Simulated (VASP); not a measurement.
# RbHg (P-6m2) in VASP: relaxation of cell and atoms with PBE

Aim: the relaxation of cell and atoms of RbHg with PBE.

Everything below comes from runs of VASP 6.6.1. Logs are shortened: lines on timing, memory, paths and dates and some standing lists are left out, and cuts for length are marked.

### Step 1. The cell of the first run

The structure is hexagonal, space group P-6m2 (No. 187). Conventional cell: a = 3.672 Å, b = 3.672 Å, c = 5.837 Å, α = 90.00°, β = 90.00°, γ = 120.00°. Rb (site symmetry -6m2) has 6 Hg at 3.61 Å and 6 Rb at 3.67 Å within 4.7 Å. Hg (site symmetry -6m2) has 6 Rb at 3.61 Å and 6 Hg at 3.67 Å within 4.7 Å.

The cell was built from a structure type or drawn by symmetry, and may not be a known phase.

### Step 2. Relaxation of cell and atoms, PBE

INCAR

```
SYSTEM = RbHg
PREC     = Accurate       ! precision mode
ENCUT    = 600            ! plane-wave cutoff, eV
EDIFF    = 1E-7           ! SCF threshold, eV
ISMEAR   = 0              ! smearing method
SIGMA    = 0.1            ! smearing width, eV
LREAL    = .FALSE.        ! projectors in reciprocal space
LASPH    = .TRUE.         ! aspherical terms in the spheres
NELM     = 60             ! most SCF steps
ALGO     = Fast           ! electronic algorithm
ISIF     = 3              ! what is computed and relaxed
LWAVE    = .FALSE.        ! write WAVECAR
LCHARG   = .FALSE.        ! write CHGCAR
GGA      = PE             ! functional
IBRION   = 2              ! ionic algorithm
NSW      = 100            ! ionic steps
EDIFFG   = -0.01          ! ionic threshold
```

KPOINTS

```
regular mesh
0
G
  18 18 10
  0 0 0
```

POSCAR

```
RbHg
1.0
    3.6724261800      0.0000000000      0.0000000000
   -1.8362130900      3.1804143700      0.0000000000
    0.0000000000      0.0000000000      5.8371832200
Rb Hg
1 1
Direct
    0.6666666700      0.3333333300      0.5000000000
    0.3333333300      0.6666666700      0.0000000000
```

Potentials or basis: VASP PAW PBE potentials, release 64 (Rb_sv, Hg).

Run with:

```
$ cat potpaw_PBE.64/Rb_sv/POTCAR potpaw_PBE.64/Hg/POTCAR > POTCAR
$ mpirun -np 1 vasp_std > vasp.out
```

OUTCAR:

```text
SYSTEM = RbHg
   PREC = Accurate
   ENCUT = 600
   EDIFF = 1E-7
   ISMEAR = 0
   LREAL = .FALSE.
   LASPH = .TRUE.
   NELM = 60
   ISIF = 3
   GGA = PE
   IBRION = 2
   NSW = 100
   EDIFFG = -0.01

 ion  position               nearest neighbor table
   1  0.667  0.333  0.500-   2 3.61   2 3.61   2 3.61   2 3.61   2 3.61   2 3.61
   2  0.333  0.667  0.000-   1 3.61   1 3.61   1 3.61   1 3.61   1 3.61   1 3.61

  LATTYP: Found a hexagonal cell.
 ALAT       =     3.6724261800
 C/A-ratio  =     1.5894623701

  Lattice vectors:

 A1 = (   3.6724261800,   0.0000000000,   0.0000000000)
 A2 = (  -1.8362130900,   3.1804143700,   0.0000000000)
 A3 = (   0.0000000000,   0.0000000000,   5.8371832200)

Analysis of symmetry for initial positions (statically):
=====================================================================
 Subroutine PRICEL returns:
 Original cell was already a primitive cell.

 Routine SETGRP: Setting up the symmetry group for a
 hexagonal supercell.

 Subroutine GETGRP returns: Found 12 space group operations
 (whereof 12 operations were pure point group operations)
 out of a pool of 24 trial point group operations.

The static configuration has the point symmetry D_3h.

Analysis of symmetry for dynamics (positions and initial velocities):
=====================================================================
 Subroutine PRICEL returns:
 Original cell was already a primitive cell.

 Routine SETGRP: Setting up the symmetry group for a
 hexagonal supercell.

 Subroutine GETGRP returns: Found 12 space group operations
 (whereof 12 operations were pure point group operations)
 out of a pool of 24 trial point group operations.

The dynamic configuration has the point symmetry D_3h.

 Subroutine INISYM returns: Found 12 space group operations
 (whereof 12 operations are pure point group operations),
 and found     1 'primitive' translations

----------------------------------------------------------------------------------------

                                     Primitive cell

  volume of cell :      68.1773

  direct lattice vectors                    reciprocal lattice vectors
     3.672426180  0.000000000  0.000000000     0.272299551  0.157212219  0.000000000
    -1.836213090  3.180414370  0.000000000     0.000000000  0.314424438  0.000000000
     0.000000000  0.000000000  5.837183220     0.000000000  0.000000000  0.171315507

  length of vectors
     3.672426180  3.672426184  5.837183220     0.314424438  0.314424438  0.171315507

[... 120 lines left out ...]

--------------------------------------- Ionic step        1  -------------------------------------------

 number of electron      21.0000000 magnetization

 Free energy of the ion-electron system (eV)
  ---------------------------------------------------
  ext. energy  EPLUGINS =         0.00000000
  ---------------------------------------------------
  free energy    TOTEN  =        -0.96787373 eV

  energy without entropy =       -0.96053877  energy(sigma->0) =       -0.96420625

------------------------ aborting loop because EDIFF is reached ----------------------------------------

  FORCE on cell =-STRESS in cart. coord.  units (eV):
  Direction    XX          YY          ZZ          XY          YZ          ZX
  --------------------------------------------------------------------------------------
  -------------------------------------------------------------------------------------
  Total        2.0095711      2.0095711      0.7254570      0.0000000      0.0000000      0.0000000
  in kB       47.2252051     47.2252053     17.0483422      0.0000000      0.0000000      0.0000000
  external PRESSURE =      37.1662509 kB  Pullay stress =       0.0000000 kB
[... 89 lines left out ...]
  FREE ENERGIE OF THE ION-ELECTRON SYSTEM (eV)
  ---------------------------------------------------
  free  energy   TOTEN  =        -1.2439112363 eV

  energy  without entropy=       -1.2345241694  energy(sigma->0) =       -1.23921770

[... ionic steps 4 to 12 ...]

--------------------------------------- Ionic step       13  -------------------------------------------

 number of electron      21.0000001 magnetization

------------------------ aborting loop because EDIFF is reached ----------------------------------------
[... 67 lines left out ...]
--------------------------------------- Ionic step       15  -------------------------------------------

 number of electron      21.0000006 magnetization

 Free energy of the ion-electron system (eV)
  ---------------------------------------------------
  ext. energy  EPLUGINS =         0.00000000
  ---------------------------------------------------
  free energy    TOTEN  =        -1.35901295 eV

  energy without entropy =       -1.34857532  energy(sigma->0) =       -1.35379413

 E-fermi :   0.7381     XC(G=0):  -7.0441

 val. band max:        0.7352320430   @ k =   0.2778   0.1111   0.4000
 cond. band min:       0.7413648054   @ k =   0.2222   0.0556   0.3000
 fundamental gap:      0.0061327624
 Fermi energy:         0.7380733645

 k-point     1 :       0.0000    0.0000    0.0000
  band No.  band energies     occupation
      1     -27.6383      2.00000
      2     -11.7185      2.00000
      3     -11.7097      2.00000
      4     -11.7097      2.00000
      5      -6.5805      2.00000
      6      -6.5135      2.00000
      7      -6.5135      2.00000
      8      -6.4826      2.00000
      9      -6.4826      2.00000
     10      -4.6329      2.00000
     11       2.7567      0.00000
     12       3.0670      0.00000
     13       3.4024      0.00000
     14       3.4024      0.00000
[... 377 lines left out ...]
      1     -27.6333      2.00000
      2     -11.8337      2.00000
      3     -11.7453      2.00000
      4     -11.7080      2.00000
      5      -6.5499      2.00000
      6      -6.5305      2.00000
      7      -6.5081      2.00000
      8      -6.4914      2.00000
      9      -6.4337      2.00000
     10      -3.6068      2.00000
     11       0.1713      2.00000
     12       2.4798      0.00000
     13       2.8697      0.00000
     14       4.1019      0.00000

 [... further k-points ...]

------------------------ aborting loop because EDIFF is reached ----------------------------------------

  FORCE on cell =-STRESS in cart. coord.  units (eV):
  Direction    XX          YY          ZZ          XY          YZ          ZX
  --------------------------------------------------------------------------------------
  -------------------------------------------------------------------------------------
  Total       -0.0005163     -0.0005163      0.0093212      0.0000000      0.0000000     -0.0000000
  in kB       -0.0081220     -0.0081220      0.1466384      0.0000000      0.0000000     -0.0000000
  external PRESSURE =       0.0434648 kB  Pullay stress =       0.0000000 kB
[... 17 lines left out ...]
  FREE ENERGIE OF THE ION-ELECTRON SYSTEM (eV)
  ---------------------------------------------------
  free  energy   TOTEN  =        -1.3590129508 eV

  energy  without entropy=       -1.3485753163  energy(sigma->0) =       -1.35379413

 reached required accuracy - stopping structural energy minimisation
```

Run time: 27 min. Hardware: 1 thread of Intel Xeon 6975P-C (Granite Rapids), shared host; peak memory 0.46 GiB.

Results:

```yaml
Free_energy: -1.3590 eV
Relaxed_volume: 50.92 Å³/atom
Relaxed_cell: a = 4.845 Å, b = 4.845 Å, c = 5.010 Å, α = 90.00°, β = 90.00°, γ = 120.00°
Space_group_after_relaxing_to_0.1_Å: P-6m2 (No. 187)
Energy_gained_by_relaxing: 195.6 meV/atom
Ionic_steps: 15
Pressure_after_relaxing: 0.0 GPa
Band_gap_on_the_k_mesh: zero (an odd number of electrons rules out a gap without spin polarisation)
```

The path:
| step | energy change (eV) | largest force (eV/Å) | pressure (GPa) | volume (Å³) |
| --- | --- | --- | --- | --- |
| 1 | 0.0000 | 0.0000 | 3.72 | 68.18 |
| 2 | -0.1609 | 0.0000 | 1.85 | 76.26 |
| 3 | -0.2760 | 0.0000 | 0.31 | 89.85 |
| 4 | -0.2557 | 0.0000 | -0.71 | 121.35 |
| 5 | -0.2946 | 0.0000 | -0.37 | 104.23 |
| 6 | -0.2958 | 0.0000 | -0.30 | 101.89 |
| 7 | -0.3223 | 0.0000 | -0.27 | 101.36 |
| 8 | -0.3685 | 0.0000 | -0.07 | 99.52 |
| 9 | -0.3659 | 0.0000 | 0.81 | 93.42 |
| 10 | -0.3854 | 0.0000 | 0.31 | 96.59 |
| 11 | -0.3906 | 0.0000 | 0.05 | 100.60 |
| 12 | -0.3910 | 0.0000 | -0.03 | 102.00 |
| 13 | -0.3910 | 0.0000 | -0.02 | 101.89 |
| 14 | -0.3911 | 0.0000 | -0.01 | 101.88 |
| 15 | -0.3911 | 0.0000 | 0.00 | 101.84 |

Final structure:
```xyz
2
Lattice="4.8447 0.0000 0.0000 -2.4223 4.1956 0.0000 0.0000 0.0000 5.0104" Properties=species:S:1:pos:R:3 pbc="T T T"
Rb    2.4223    1.3985    2.5052
Hg    0.0000    2.7971    5.0104
```

Levels at points of the mesh, in eV from the Fermi level:
```csv
k point,band 6,band 7,band 8,band 9,band 10,band 11,band 12,band 13,band 14
"(0.00, 0.00, 0.00)",-7.25,-7.25,-7.22,-7.22,-5.37,2.02,2.33,2.66,2.66
"(0.50, 0.00, 0.00)",-7.26,-7.25,-7.23,-7.16,-4.33,-0.74,2.10,2.61,2.67
"(0.00, 0.00, 0.50)",-7.25,-7.25,-7.23,-7.23,-4.61,-1.26,4.37,4.37,5.53
"(0.50, 0.00, 0.50)",-7.25,-7.25,-7.20,-7.17,-4.17,0.22,0.33,2.07,2.22
```

Caveat: the volume moved by over 15 % at a fixed basis, so the end points are rough; spin-orbit coupling is left out, which moves the levels of the heavy elements.
